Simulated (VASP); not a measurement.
# Ba (Fm-3m) in VASP: notebook

Ba is run at these levels: PBEsol; tasks: single point, relaxation of cell and atoms.

Program: VASP 6.6.1. These are calculated values, not measurements. Logs are shortened: lines on timing, memory, paths and dates and some standing lists are left out, and cuts for length are marked.

## (1) The cell of the first run

Symmetry: Fm-3m, No. 225, cubic system. The conventional cell has a = 6.163 Å, b = 6.163 Å, c = 6.163 Å, α = 90.00°, β = 90.00°, γ = 90.00°. Within 5.7 Å of Ba (site symmetry m-3m) lie 12 Ba at 4.36 Å.

This isn't the form of Ba at room conditions, which is bcc.

## (2) Single point, PBEsol

INCAR

```
SYSTEM = Ba
PREC = Accurate
ENCUT = 520
EDIFF = 1E-6
ISMEAR = -1
SIGMA = 0.05
LREAL = .False.
LASPH = .True.
NELM = 80
ALGO = Normal
ISIF = 2
LWAVE = .False.
LCHARG = .False.
GGA = PS
NBANDS = 11
```

KPOINTS

```
regular mesh
0
Gamma
  12 12 12
  0 0 0
```

POSCAR

```
Ba
1.0
    0.0000000000      3.0814033831      3.0814033831
    3.0814033831      0.0000000000      3.0814033831
    3.0814033831      3.0814033831      0.0000000000
Ba
1
Direct
    0.0000000000      0.0000000000      0.0000000000
```

Potentials or basis: VASP PAW PBE potentials, release 64 (Ba_sv).

Command:

```bash
> cat potpaw_PBE.64/Ba_sv/POTCAR > POTCAR
> mpirun -np 1 vasp_std > vasp.out
```

OUTCAR:

```text
SYSTEM = Ba
   PREC = Accurate
   ENCUT = 520
   EDIFF = 1E-6
   ISMEAR = -1
   LREAL = .False.
   LASPH = .True.
   NELM = 80
   ISIF = 2
   GGA = PS

 ion  position               nearest neighbor table
   1  0.000  0.000  0.000-

  LATTYP: Found a face centered cubic cell.
 ALAT       =     6.1628067662

  Lattice vectors:

 A1 = (   0.0000000000,   3.0814033831,   3.0814033831)
 A2 = (   3.0814033831,   0.0000000000,   3.0814033831)
 A3 = (   3.0814033831,   3.0814033831,   0.0000000000)

Analysis of symmetry for initial positions (statically):
=====================================================================
 Subroutine PRICEL returns:
 Original cell was already a primitive cell.

 Routine SETGRP: Setting up the symmetry group for a
 face centered cubic supercell.

 Subroutine GETGRP returns: Found 48 space group operations
 (whereof 48 operations were pure point group operations)
 out of a pool of 48 trial point group operations.

The static configuration has the point symmetry O_h .

Analysis of symmetry for dynamics (positions and initial velocities):
=====================================================================
 Subroutine PRICEL returns:
 Original cell was already a primitive cell.

 Routine SETGRP: Setting up the symmetry group for a
 face centered cubic supercell.

 Subroutine GETGRP returns: Found 48 space group operations
 (whereof 48 operations were pure point group operations)
 out of a pool of 48 trial point group operations.

The dynamic configuration has the point symmetry O_h .

 Subroutine INISYM returns: Found 48 space group operations
 (whereof 48 operations are pure point group operations),
 and found     1 'primitive' translations

----------------------------------------------------------------------------------------

                                     Primitive cell

  volume of cell :      58.5161

  direct lattice vectors                    reciprocal lattice vectors
     0.000000000  3.081403383  3.081403383    -0.162263728  0.162263728  0.162263728
     3.081403383  0.000000000  3.081403383     0.162263728 -0.162263728  0.162263728
     3.081403383  3.081403383  0.000000000     0.162263728  0.162263728 -0.162263728

  length of vectors
     4.357762456  4.357762456  4.357762456     0.281049021  0.281049021  0.281049021

  position of ions in fractional coordinates (direct lattice)
     0.000000000  0.000000000  0.000000000

  ion indices of the primitive-cell ions
   primitive index   ion index
                 1           1

----------------------------------------------------------------------------------------

 KPOINTS: regular mesh

Automatic generation of k-mesh.
 Grid dimensions read from file:
 generate k-points for:   12   12   12

 Generating k-lattice:

  Cartesian coordinates                     Fractional coordinates (reciprocal lattice)
    -0.013521977  0.013521977  0.013521977     0.083333333  0.000000000  0.000000000
     0.013521977 -0.013521977  0.013521977     0.000000000  0.083333333  0.000000000
     0.013521977  0.013521977 -0.013521977     0.000000000  0.000000000  0.083333333

  Length of vectors
     0.023420752  0.023420752  0.023420752

  Shift w.r.t. Gamma in fractional coordinates (k-lattice)
     0.000000000  0.000000000  0.000000000

 Subroutine IBZKPT returns following result:
 ===========================================

 Found     72 irreducible k-points:

 Following reciprocal coordinates:
            Coordinates               Weight
  0.000000  0.000000  0.000000      1.000000
  0.083333  0.000000  0.000000      8.000000
  0.166667  0.000000  0.000000      8.000000
  0.250000  0.000000  0.000000      8.000000
  0.333333  0.000000  0.000000      8.000000
  0.416667  0.000000  0.000000      8.000000
[... 16 lines left out ...]
  0.500000  0.166667  0.000000     24.000000
 -0.416667  0.166667  0.000000     24.000000
 [... further k-points ...]
   k-points           NKPTS =     72   k-points in BZ     NKDIM =     72   number of bands    NBANDS=     11
   number of dos      NEDOS =    301   number of ions     NIONS =      1
   total plane-waves  NPLWV =  32768
   dimension x,y,z NGX =    32 NGY =   32 NGZ =   32
   dimension x,y,z NGXF=    64 NGYF=   64 NGZF=   64
   ions per type =               1
   NGX,Y,Z   is equivalent  to a cutoff of  12.21, 12.21, 12.21 a.u.
   NGXF,Y,Z  is equivalent  to a cutoff of  24.42, 24.42, 24.42 a.u.
 SYSTEM =  Ba
   PREC   = accura    normal or accurate (medium, high low for compatibility)
   ISTART =      0    job   : 0-new  1-cont  2-samecut
   ICHARG =      2    charge: 1-file 2-atom 10-const
   ISPIN  =      1    spin polarized calculation?
   LNONCOLLINEAR =      F non collinear calculations
   LSORBIT =      F    spin-orbit coupling
   LASPH  =      T    aspherical Exc in radial PAW
   ENCUT  =  520.0 eV  38.22 Ry    6.18 a.u.   8.10  8.10  8.10*2*pi/ulx,y,z
   NELM   =     80;   NELMIN=  2; NELMDL= -5     # of ELM steps
   EDIFF  = 0.1E-05   stopping-criterion for ELM
   LREAL  =      F    real-space projection
   EDIFFG = 0.1E-04   stopping-criterion for IOM
   NSW    =      0    number of steps for IOM
   IBRION =     -1    ionic relax: 0-MD 1-quasi-New 2-CG
   NFREE  =      0    steps in history (QN), initial steepest desc. (CG)
   ISIF   =      2    stress and relaxation
   ISYM   =      2    0-nonsym 1-usesym 2-fastsym
   POTIM  = 0.5000    time-step for ionic-motion
   TEBEG  =    0.0;   TEEND  =   0.0 temperature during run
   PSTRESS=    0.0 pullay stress
   NELECT =      10.0000    total number of electrons
   NUPDOWN=      -1.0000    fix difference up-down
   EMIN   =  10.00;   EMAX   =-10.00  energy-range for DOS
   EFERMI =   0.00;   METHOD = LEGACY
   ISMEAR =    -1;   SIGMA  =   0.05  broadening in eV -4-tet -1-fermi 0-gaus
   EFERMI_NEDOS =   21; number of points for ismear=-14 and -15
   IALGO  =     38    algorithm
   IMIX   =      4    mixing-type and parameters
     AMIX     =   0.40;   BMIX     =  1.00
     AMIX_MAG =   1.60;   BMIX_MAG =  1.00
  volume/ion in A,a.u.               =      58.52       394.89
  Fermi-wavevector in a.u.,A,eV,Ry     =   0.908482  1.716782 11.229424  0.825339
  Thomas-Fermi vector in A             =   2.032413
   LORBIT       =      0    0 simple, 1 ext, 2 COOP (PROOUT), +10 PAW based schemes
   GGA     = PS    functional components
   LHFCALC =     F    Hartree Fock is set to
   AEXX    =    0.0000 exact exchange contribution
   IVDW    =     0    specifies the selected vdW correction
   LEPSILON=     F    determine dielectric tensor
   LRPA    =     F    only Hartree local field effects (RPA)
 non-spin polarized calculation
  energy-cutoff  :      520.00
  volume of cell :       58.52
 maximum number of plane-waves:      1604
   NGX = 17   NGY = 17   NGZ = 17

 number of electron      10.0000000 magnetization

 Free energy of the ion-electron system (eV)
  ---------------------------------------------------
  ext. energy  EPLUGINS =         0.00000000
  ---------------------------------------------------
  free energy    TOTEN  =        -2.13822267 eV

  energy without entropy =       -2.12483203  energy(sigma->0) =       -2.13152735

 E-fermi :   1.8170     XC(G=0):  -7.7489

 val. band max:        1.8037214676   @ k =  -0.2500   0.3333   0.0833
 cond. band min:       1.8171691240   @ k =   0.4167   0.3333   0.0000
 fundamental gap:      0.0134476564
 Fermi energy:         1.8170397836

 k-point     1 :       0.0000    0.0000    0.0000
  band No.  band energies     occupation
      1     -26.9283      2.00000
      2     -11.8171      2.00000
      3     -11.8171      2.00000
      4     -11.8171      2.00000
      5      -1.0210      2.00000
      6       3.6567      0.00000
      7       3.6567      0.00000
      8       3.6567      0.00000
      9       5.3748      0.00000
     10       5.3748      0.00000
     11       7.9864      0.00000

 k-point     2 :       0.0833    0.0000    0.0000
  band No.  band energies     occupation
      1     -26.9245      2.00000
      2     -11.8601      2.00000
      3     -11.8224      2.00000
      4     -11.8224      2.00000
      5      -0.8857      2.00000
      6       3.4926      0.00000
      7       3.7216      0.00000
      8       3.7216      0.00000
      9       5.2817      0.00000
     10       5.2817      0.00000
     11       8.3119      0.00000

 k-point     3 :       0.1667    0.0000    0.0000
  band No.  band energies     occupation
      1     -26.9144      2.00000
      2     -11.9747      2.00000
      3     -11.8366      2.00000
      4     -11.8366      2.00000
      5      -0.5110      2.00000
      6       3.1469      0.00000
      7       3.8491      0.00000
      8       3.8491      0.00000
      9       5.1514      0.00000
     10       5.1514      0.00000
     11       8.7022      0.00000

 k-point     4 :       0.2500    0.0000    0.0000
  band No.  band energies     occupation
      1     -26.9004      2.00000
      2     -12.1252      2.00000
      3     -11.8559      2.00000
      4     -11.8559      2.00000
      5       0.0039      2.00000
      6       2.8541      0.00000
      7       3.8472      0.00000
      8       3.8472      0.00000
      9       5.3028      0.00000
     10       5.3028      0.00000
     11       8.1980      0.00000

 k-point     5 :       0.3333    0.0000    0.0000
  band No.  band energies     occupation
      1     -26.8863      2.00000
      2     -12.2693      2.00000
      3     -11.8750      2.00000
      4     -11.8750      2.00000
      5       0.4801      2.00000
      6       2.7872      0.00000
      7       3.6952      0.00000
      8       3.6952      0.00000
      9       5.8010      0.00000
     10       5.8010      0.00000
     11       7.7978      0.00000

 k-point     6 :       0.4167    0.0000    0.0000
  band No.  band energies     occupation
      1     -26.8760      2.00000
      2     -12.3712      2.00000
      3     -11.8889      2.00000
      4     -11.8889      2.00000
      5       0.7427      2.00000
      6       2.9710      0.00000
      7       3.5519      0.00000
      8       3.5519      0.00000
      9       6.3982      0.00000
     10       6.3982      0.00000
     11       7.6946      0.00000

 k-point     7 :       0.5000    0.0000    0.0000
  band No.  band energies     occupation
      1     -26.8722      2.00000
      2     -12.4079      2.00000
      3     -11.8939      2.00000
      4     -11.8939      2.00000
      5       0.8093      2.00000
      6       3.1117      0.00000
      7       3.4977      0.00000
      8       3.4977      0.00000
      9       6.6996      0.00000
     10       6.6996      0.00000
     11       7.8588      0.00000

 k-point     8 :       0.0833    0.0833    0.0000
  band No.  band energies     occupation
      1     -26.9233      2.00000
      2     -11.8593      2.00000
      3     -11.8316      2.00000
      4     -11.8316      2.00000
      5      -0.8405      2.00000
      6       3.4112      0.00000
      7       3.7651      0.00000
      8       3.7651      0.00000
      9       5.0436      0.00000
     10       5.4448      0.00000
     11       8.4283      0.00000
[... 141 lines left out ...]
 k-point    19 :       0.1667    0.1667    0.0000
  band No.  band energies     occupation
      1     -26.9097      2.00000
      2     -11.9702      2.00000
      3     -11.8709      2.00000
      4     -11.8709      2.00000
      5      -0.3412      2.00000
      6       2.8849      0.00000
      7       4.0889      0.00000
      8       4.0889      0.00000
      9       4.2945      0.00000
     10       5.6467      0.00000
     11       9.5386      0.00000

 k-point    20 :       0.2500    0.1667    0.0000
  band No.  band energies     occupation
      1     -26.8992      2.00000
      2     -12.0667      2.00000
      3     -11.8955      2.00000
      4     -11.8921      2.00000
      5       0.0558      2.00000
      6       2.6158      0.00000
      7       3.7669      0.00000
      8       4.2657      0.00000
      9       4.5356      0.00000
     10       5.8057      0.00000
     11       9.6725      0.00000

 k-point    21 :       0.3333    0.1667    0.0000
  band No.  band energies     occupation
      1     -26.8864      2.00000
      2     -12.1859      2.00000
      3     -11.9194      2.00000
      4     -11.9164      2.00000
      5       0.5530      2.00000
      6       2.4440      0.00001
      7       3.3573      0.00000
      8       4.2603      0.00000
      9       5.1341      0.00000
     10       6.1636      0.00000
     11       9.1120      0.00000

 k-point    22 :       0.4167    0.1667    0.0000
  band No.  band energies     occupation
      1     -26.8748      2.00000
      2     -12.2885      2.00000
      3     -11.9532      2.00000
      4     -11.9282      2.00000
      5       0.9875      2.00000
      6       2.4299      0.00001
      7       3.1321      0.00000
      8       4.1171      0.00000
      9       5.8770      0.00000
     10       6.6279      0.00000
     11       8.5586      0.00000

 k-point    23 :       0.5000    0.1667    0.0000
  band No.  band energies     occupation
      1     -26.8676      2.00000
      2     -12.3486      2.00000
      3     -11.9847      2.00000
      4     -11.9280      2.00000
      5       1.2200      1.99999
      6       2.4713      0.00000
      7       3.1840      0.00000
      8       3.9744      0.00000
      9       6.5805      0.00000
     10       6.7559      0.00000
     11       8.0232      0.00000

 k-point    24 :      -0.4167    0.1667    0.0000
  band No.  band energies     occupation
      1     -26.8667      2.00000
      2     -12.3536      2.00000
      3     -12.0043      2.00000
      4     -11.9157      2.00000
      5       1.2756      1.99996
      6       2.5262      0.00000
      7       3.1986      0.00000
      8       3.9100      0.00000
      9       6.2879      0.00000
     10       6.9779      0.00000
     11       8.0345      0.00000

 [... further k-points ...]
[... 5 lines left out ...]
  --------------------------------------------------------------------------------------
  -------------------------------------------------------------------------------------
  Total        0.0268603      0.0268603      0.0268603     -0.0000000      0.0000000     -0.0000000
  in kB        0.7354375      0.7354375      0.7354375     -0.0000000      0.0000000     -0.0000000
  external PRESSURE =       0.7354375 kB  Pullay stress =       0.0000000 kB

 VOLUME and BASIS-vectors are now :
 -----------------------------------------------------------------------------
  energy-cutoff  :      520.00
  volume of cell :       58.52
      direct lattice vectors                 reciprocal lattice vectors
     0.000000000  3.081403383  3.081403383    -0.162263728  0.162263728  0.162263728
     3.081403383  0.000000000  3.081403383     0.162263728 -0.162263728  0.162263728
     3.081403383  3.081403383  0.000000000     0.162263728  0.162263728 -0.162263728

 POSITION                                       TOTAL-FORCE (eV/Angst)
 -----------------------------------------------------------------------------------
      0.00000      0.00000      0.00000         0.000000      0.000000      0.000000
 -----------------------------------------------------------------------------------
    total drift:                                0.000000      0.000000     -0.000000

  FREE ENERGIE OF THE ION-ELECTRON SYSTEM (eV)
  ---------------------------------------------------
  free  energy   TOTEN  =        -2.1382226722 eV

  energy  without entropy=       -2.1248320344  energy(sigma->0) =       -2.13152735
```

Wall time 29 s (1 thread of Intel Xeon 8259CL, shared host); peak memory 0.2 GiB.

What came out:

* Free energy: -2.1382 eV
* Pressure: 0.1 GPa
* Band gap on the k mesh: zero (bands 5 and 6 overlap by 0.41 eV)

Caveat: the PAW data sets were made with another functional, which shifts forces and pressure a little; spin-orbit coupling is left out, which moves the levels of the heavy elements.

(Part 1 of 2 ends here.)
